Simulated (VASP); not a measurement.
# Pd (Fm-3m) in VASP: further runs

Pd is run at these levels: PBE; tasks: single point.

Everything below comes from runs of VASP 6.6.1. Logs are shortened: lines on timing, memory, paths and dates and some standing lists are left out, and cuts for length are marked.

## Step 1: The cell of the first run

Symmetry: Fm-3m, No. 225, cubic system. Conventional cell: a = 3.947 Å, b = 3.947 Å, c = 3.947 Å, α = 90.00°, β = 90.00°, γ = 90.00°. Pd (site symmetry m-3m) has 12 Pd at 2.79 Å within 3.7 Å.

## Step 2: Single point, PBE, collinear spin, ferromagnetic start

Contents of INCAR:

```
SYSTEM = Pd
PREC     = Accurate       ! precision mode
ENCUT    = 520            ! plane-wave cutoff, eV
EDIFF    = 1E-7           ! SCF threshold, eV
ISMEAR   = -1             ! smearing method
SIGMA    = 0.05           ! smearing width, eV
LREAL    = .False.        ! projectors in reciprocal space
LASPH    = .True.         ! aspherical terms in the spheres
NELM     = 150            ! most SCF steps
ALGO     = Normal         ! electronic algorithm
ISIF     = 2              ! what is computed and relaxed
LWAVE    = .False.        ! write WAVECAR
LCHARG   = .False.        ! write CHGCAR
ISPIN    = 2              ! spin polarisation
MAGMOM   = 0.288          ! initial moments
LORBIT   = 11             ! projections on sites
LMAXMIX  = 4              ! l up to which the mixer works
GGA      = PE             ! functional
NBANDS   = 15             ! bands
```

Contents of KPOINTS:

```
regular mesh
0
Gamma
  11 11 11
  0 0 0
```

Contents of POSCAR:

```
Pd
1.0
    0.0000000000      1.9737080107      1.9737080107
    1.9737080107      0.0000000000      1.9737080107
    1.9737080107      1.9737080107      0.0000000000
Pd
1
Direct
    0.0000000000      0.0000000000      0.0000000000
```

Potentials or basis: VASP PAW PBE potentials, release 64 (Pd).

Launch:

```bash
> cat potpaw_PBE.64/Pd/POTCAR > POTCAR
> mpirun -np 1 vasp_std > vasp.out
```

OUTCAR:

```text
SYSTEM = Pd
   PREC = Accurate
   ENCUT = 520
   EDIFF = 1E-7
   ISMEAR = -1
   LREAL = .False.
   LASPH = .True.
   NELM = 150
   ISIF = 2
   ISPIN = 2
   LORBIT = 11
   GGA = PE

 ion  position               nearest neighbor table
   1  0.000  0.000  0.000-

  LATTYP: Found a face centered cubic cell.
 ALAT       =     3.9474160214

  Lattice vectors:

 A1 = (   0.0000000000,   1.9737080107,   1.9737080107)
 A2 = (   1.9737080107,   0.0000000000,   1.9737080107)
 A3 = (   1.9737080107,   1.9737080107,   0.0000000000)

Analysis of symmetry for initial positions (statically):
=====================================================================
 Subroutine PRICEL returns:
 Original cell was already a primitive cell.

 Routine SETGRP: Setting up the symmetry group for a
 face centered cubic supercell.

 Subroutine GETGRP returns: Found 48 space group operations
 (whereof 48 operations were pure point group operations)
 out of a pool of 48 trial point group operations.

The static configuration has the point symmetry O_h .

Analysis of symmetry for dynamics (positions and initial velocities):
=====================================================================
 Subroutine PRICEL returns:
 Original cell was already a primitive cell.

 Routine SETGRP: Setting up the symmetry group for a
 face centered cubic supercell.

 Subroutine GETGRP returns: Found 48 space group operations
 (whereof 48 operations were pure point group operations)
 out of a pool of 48 trial point group operations.

The dynamic configuration has the point symmetry O_h .

Analysis of structural, dynamic, and magnetic symmetry:
=====================================================================
 Subroutine PRICEL returns:
 Original cell was already a primitive cell.

 Routine SETGRP: Setting up the symmetry group for a
 face centered cubic supercell.

 Subroutine GETGRP returns: Found 48 space group operations
 (whereof 48 operations were pure point group operations)
 out of a pool of 48 trial point group operations.

The overall configuration has the point symmetry O_h .

 Subroutine INISYM returns: Found 48 space group operations
 (whereof 48 operations are pure point group operations),
 and found     1 'primitive' translations

----------------------------------------------------------------------------------------

                                     Primitive cell

  volume of cell :      15.3773

  direct lattice vectors                    reciprocal lattice vectors
     0.000000000  1.973708011  1.973708011    -0.253330278  0.253330278  0.253330278
     1.973708011  0.000000000  1.973708011     0.253330278 -0.253330278  0.253330278
     1.973708011  1.973708011  0.000000000     0.253330278  0.253330278 -0.253330278

  length of vectors
     2.791244637  2.791244637  2.791244637     0.438780913  0.438780913  0.438780913

  position of ions in fractional coordinates (direct lattice)
     0.000000000  0.000000000  0.000000000

  ion indices of the primitive-cell ions
   primitive index   ion index
                 1           1

----------------------------------------------------------------------------------------

 KPOINTS: regular mesh

Automatic generation of k-mesh.
 Grid dimensions read from file:
 generate k-points for:   11   11   11

 Generating k-lattice:

  Cartesian coordinates                     Fractional coordinates (reciprocal lattice)
    -0.023030025  0.023030025  0.023030025     0.090909091  0.000000000  0.000000000
     0.023030025 -0.023030025  0.023030025     0.000000000  0.090909091  0.000000000
     0.023030025  0.023030025 -0.023030025     0.000000000  0.000000000  0.090909091

  Length of vectors
     0.039889174  0.039889174  0.039889174

  Shift w.r.t. Gamma in fractional coordinates (k-lattice)
     0.000000000  0.000000000  0.000000000

 Subroutine IBZKPT returns following result:
 ===========================================

 Found     56 irreducible k-points:

 Following reciprocal coordinates:
            Coordinates               Weight
  0.000000  0.000000  0.000000      1.000000
  0.090909  0.000000  0.000000      8.000000
  0.181818  0.000000  0.000000      8.000000
  0.272727  0.000000  0.000000      8.000000
  0.363636  0.000000  0.000000      8.000000
  0.454545  0.000000  0.000000      8.000000
[... 16 lines left out ...]
 -0.272727  0.181818  0.000000     24.000000
 -0.181818  0.181818  0.000000     12.000000
 [... further k-points ...]
   k-points           NKPTS =     56   k-points in BZ     NKDIM =     56   number of bands    NBANDS=     15
   number of dos      NEDOS =    301   number of ions     NIONS =      1
   total plane-waves  NPLWV =  13824
   dimension x,y,z NGX =    24 NGY =   24 NGZ =   24
   dimension x,y,z NGXF=    48 NGYF=   48 NGZF=   48
   ions per type =               1
   NGX,Y,Z   is equivalent  to a cutoff of  14.29, 14.29, 14.29 a.u.
   NGXF,Y,Z  is equivalent  to a cutoff of  28.59, 28.59, 28.59 a.u.
 SYSTEM =  Pd
   PREC   = accura    normal or accurate (medium, high low for compatibility)
   ISTART =      0    job   : 0-new  1-cont  2-samecut
   ICHARG =      2    charge: 1-file 2-atom 10-const
   ISPIN  =      2    spin polarized calculation?
   LNONCOLLINEAR =      F non collinear calculations
   LSORBIT =      F    spin-orbit coupling
   LASPH  =      T    aspherical Exc in radial PAW
   ENCUT  =  520.0 eV  38.22 Ry    6.18 a.u.   5.19  5.19  5.19*2*pi/ulx,y,z
   NELM   =    150;   NELMIN=  2; NELMDL= -5     # of ELM steps
   EDIFF  = 0.1E-06   stopping-criterion for ELM
   LREAL  =      F    real-space projection
   EDIFFG = 0.1E-05   stopping-criterion for IOM
   NSW    =      0    number of steps for IOM
   IBRION =     -1    ionic relax: 0-MD 1-quasi-New 2-CG
   NFREE  =      0    steps in history (QN), initial steepest desc. (CG)
   ISIF   =      2    stress and relaxation
   ISYM   =      2    0-nonsym 1-usesym 2-fastsym
   POTIM  = 0.5000    time-step for ionic-motion
   TEBEG  =    0.0;   TEEND  =   0.0 temperature during run
   PSTRESS=    0.0 pullay stress
   NELECT =      10.0000    total number of electrons
   NUPDOWN=      -1.0000    fix difference up-down
   EMIN   =  10.00;   EMAX   =-10.00  energy-range for DOS
   EFERMI =   0.00;   METHOD = LEGACY
   ISMEAR =    -1;   SIGMA  =   0.05  broadening in eV -4-tet -1-fermi 0-gaus
   EFERMI_NEDOS =   21; number of points for ismear=-14 and -15
   IALGO  =     38    algorithm
   IMIX   =      4    mixing-type and parameters
     AMIX     =   0.40;   BMIX     =  1.00
     AMIX_MAG =   1.60;   BMIX_MAG =  1.00
  volume/ion in A,a.u.               =      15.38       103.77
  Fermi-wavevector in a.u.,A,eV,Ry     =   1.418345  2.680284 27.370881  2.011703
  Thomas-Fermi vector in A             =   2.539480
   LORBIT       =     11    0 simple, 1 ext, 2 COOP (PROOUT), +10 PAW based schemes
   GGA     = PE    functional components
   LHFCALC =     F    Hartree Fock is set to
   AEXX    =    0.0000 exact exchange contribution
   IVDW    =     0    specifies the selected vdW correction
   LEPSILON=     F    determine dielectric tensor
   LRPA    =     F    only Hartree local field effects (RPA)
 spin polarized calculation
  energy-cutoff  :      520.00
  volume of cell :       15.38
 maximum number of plane-waves:       428
 NGX is ok and might be reduce to    24
   NGX = 11   NGY = 11   NGZ = 11

 number of electron      10.0000000 magnetization       0.4189290

 Free energy of the ion-electron system (eV)
  ---------------------------------------------------
  ext. energy  EPLUGINS =         0.00000000
  ---------------------------------------------------
  free energy    TOTEN  =        -5.21596692 eV

  energy without entropy =       -5.19906494  energy(sigma->0) =       -5.20751593

 E-fermi :   9.1445     XC(G=0): -12.9259

 val. band max:        9.1182921955   @ k =  -0.4545   0.4545   0.0000
 cond. band min:       9.1582418107   @ k =   0.4545   0.4545   0.0000
 fundamental gap:      0.0399496152
 Fermi energy:         9.1445161202

 spin component 1

 k-point     1 :       0.0000    0.0000    0.0000
  band No.  band energies     occupation
      1       2.2568      1.00000
      2       6.2831      1.00000
      3       6.2831      1.00000
      4       6.2831      1.00000
      5       7.8113      1.00000
      6       7.8113      1.00000
      7      26.2556      0.00000
      8      30.7896      0.00000
      9      30.7896      0.00000
     10      30.7896      0.00000
     11      35.2072      0.00000
     12      36.0643      0.00000
     13      38.8302      0.00000
     14      38.8302      0.00000
     15      38.8302      0.00000

 k-point     2 :       0.0909    0.0000    0.0000
  band No.  band energies     occupation
      1       2.5428      1.00000
      2       6.1930      1.00000
      3       6.3761      1.00000
      4       6.3761      1.00000
      5       7.7710      1.00000
      6       7.7710      1.00000
      7      26.4999      0.00000
      8      29.0842      0.00000
      9      31.0898      0.00000
     10      31.0898      0.00000
     11      35.3108      0.00000
     12      36.3487      0.00000
     13      38.0998      0.00000
     14      38.0998      0.00000
     15      38.8302      0.00000
[... 365 lines left out ...]
      3       6.3733      1.00000
      4       6.9724      1.00000
      5       7.7579      1.00000
      6      10.3714      0.00000
      7      20.7958      0.00000
      8      23.9221      0.00000
      9      28.5000      0.00000
     10      31.4474      0.00000
     11      33.3548      0.00000
     12      35.3421      0.00000
     13      37.0333      0.00000
     14      40.2832      0.00000
     15      41.9246      0.00000

 k-point    24 :      -0.1818    0.1818    0.0000
  band No.  band energies     occupation
      1       4.6315      1.00000
      2       5.6627      1.00000
      3       6.5083      1.00000
      4       7.1286      1.00000
      5       7.2147      1.00000
      6       9.1119      0.65754
      7      23.8220      0.00000
      8      24.6426      0.00000
      9      29.9447      0.00000
     10      31.3997      0.00000
     11      33.6018      0.00000
     12      35.3393      0.00000
     13      37.5286      0.00000
     14      37.6949      0.00000
     15      40.4979      0.00000

 [... further k-points ...]

 spin component 2

 k-point     1 :       0.0000    0.0000    0.0000
  band No.  band energies     occupation
      1       2.2916      1.00000
      2       6.6084      1.00000
      3       6.6084      1.00000
      4       6.6084      1.00000
      5       8.0813      1.00000
      6       8.0813      1.00000
      7      26.2676      0.00000
      8      30.8078      0.00000
      9      30.8078      0.00000
     10      30.8078      0.00000
     11      35.5864      0.00000
     12      36.1938      0.00000
     13      38.9113      0.00000
     14      38.9113      0.00000
     15      38.9113      0.00000

 k-point     2 :       0.0909    0.0000    0.0000
  band No.  band energies     occupation
      1       2.5780      1.00000
      2       6.5128      1.00000
      3       6.7023      1.00000
      4       6.7023      1.00000
      5       8.0400      1.00000
      6       8.0400      1.00000
      7      26.5209      0.00000
      8      29.1028      0.00000
      9      31.1132      0.00000
     10      31.1132      0.00000
     11      35.8410      0.00000
     12      36.3982      0.00000
     13      38.1923      0.00000
     14      38.1923      0.00000
     15      38.8653      0.00000
[... 365 lines left out ...]
      3       6.5642      1.00000
      4       7.2439      1.00000
      5       8.0867      1.00000
      6      10.6214      0.00000
      7      20.9105      0.00000
      8      24.0128      0.00000
      9      28.5364      0.00000
     10      31.5338      0.00000
     11      33.3803      0.00000
     12      35.8795      0.00000
     13      37.1029      0.00000
     14      40.4046      0.00000
     15      42.0470      0.00000

 k-point    24 :      -0.1818    0.1818    0.0000
  band No.  band energies     occupation
      1       4.7164      1.00000
      2       5.9549      1.00000
      3       6.7678      1.00000
      4       7.4689      1.00000
      5       7.4689      1.00000
      6       9.4000      0.00601
      7      23.8907      0.00000
      8      24.7485      0.00000
      9      29.9917      0.00000
     10      31.4213      0.00000
     11      33.6702      0.00000
     12      35.8776      0.00000
     13      37.6356      0.00000
     14      37.7728      0.00000
     15      40.5896      0.00000

 [... further k-points ...]
[... 5 lines left out ...]
  --------------------------------------------------------------------------------------
  -------------------------------------------------------------------------------------
  Total       -0.0112825     -0.0112825     -0.0112825      0.0000000      0.0000000      0.0000000
  in kB       -1.1755348     -1.1755348     -1.1755348      0.0000000      0.0000000      0.0000000
  external PRESSURE =      -1.1755348 kB  Pullay stress =       0.0000000 kB

 VOLUME and BASIS-vectors are now :
 -----------------------------------------------------------------------------
  energy-cutoff  :      520.00
  volume of cell :       15.38
      direct lattice vectors                 reciprocal lattice vectors
     0.000000000  1.973708011  1.973708011    -0.253330278  0.253330278  0.253330278
     1.973708011  0.000000000  1.973708011     0.253330278 -0.253330278  0.253330278
     1.973708011  1.973708011  0.000000000     0.253330278  0.253330278 -0.253330278

 POSITION                                       TOTAL-FORCE (eV/Angst)
 -----------------------------------------------------------------------------------
      0.00000      0.00000      0.00000        -0.000000      0.000000      0.000000
 -----------------------------------------------------------------------------------
    total drift:                               -0.000000      0.000000     -0.000000

  FREE ENERGIE OF THE ION-ELECTRON SYSTEM (eV)
  ---------------------------------------------------
  free  energy   TOTEN  =        -5.2159669218 eV

  energy  without entropy=       -5.1990649448  energy(sigma->0) =       -5.20751593

 total charge

# of ion       s       p       d       tot
------------------------------------------
    1        0.470   0.435   8.452   9.357

 magnetization (x)

# of ion       s       p       d       tot
------------------------------------------
    1        0.001  -0.005   0.422   0.418
```

Wall time 43 s (1 thread of Intel Xeon 8259CL, shared host); peak memory 0.16 GiB.

Results:

```
Free energy                                           : -5.2160 eV
Pressure                                              : -0.1 GPa
Net moment                                            : 0.42 μB per cell
Site moments                                          : Pd +0.42 μB
Valence electrons inside the program's atomic spheres : Pd 9.36
```

Levels at points of the mesh, in eV from the Fermi level:
Spin up:
```
           k point  band 1  band 2  band 3  band 4  band 5  band 6  band 7  band 8  band 9  band 10
(0.00, 0.00, 0.00)   -6.89   -2.86   -2.86   -2.86   -1.33   -1.33   17.11   21.65   21.65    21.65
```
Spin down:
```
           k point  band 1  band 2  band 3  band 4  band 5  band 6  band 7  band 8  band 9  band 10
(0.00, 0.00, 0.00)   -6.85   -2.54   -2.54   -2.54   -1.06   -1.06   17.12   21.66   21.66    21.66
```

(Continued in part 2 of 2.)
